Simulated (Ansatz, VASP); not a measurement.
**One calculation of Al, two programs**

```
CELL_PARAMETERS angstrom
2.96610 0.00000 0.00000
-1.48305 2.56872 0.00000
0.00000 0.00000 8.98848
ATOMIC_POSITIONS crystal
Al 0.00000 0.00000 0.00000
Al 0.33333 0.66667 0.25000
Al 0.00000 0.00000 0.50000
Al 0.66667 0.33333 0.75000
```

Alike in both runs: task single point; functional PBE; dispersion D3(BJ); k mesh 18 × 18 × 6; occupations gaussian, width 0.15 eV; no spin polarisation.

|  | VASP | Ansatz |
| --- | --- | --- |
| version | VASP 6.6.1 | Ansatz 0.2.0 |
| potentials or method | VASP PAW PBE potentials, release 64 (Al), cutoff 520 eV | scalar-relativistic, plane waves, PAW |
| valence electrons in the cell | 12 | 12 |

VASP gave:

```
gap on the k mesh at the Fermi level (eV)                     : none
pressure (GPa)                                                : -5.0
traceless stress, the component that is largest in VASP (GPa) : 2.64
```

Estimate Ansatz's values.

gap on the k mesh at the Fermi level (eV): none; pressure (GPa): -5.0; traceless stress, the component that is largest in VASP (GPa): 2.65.

A gap of «none» marks a metal or a gap that the smearing closes.
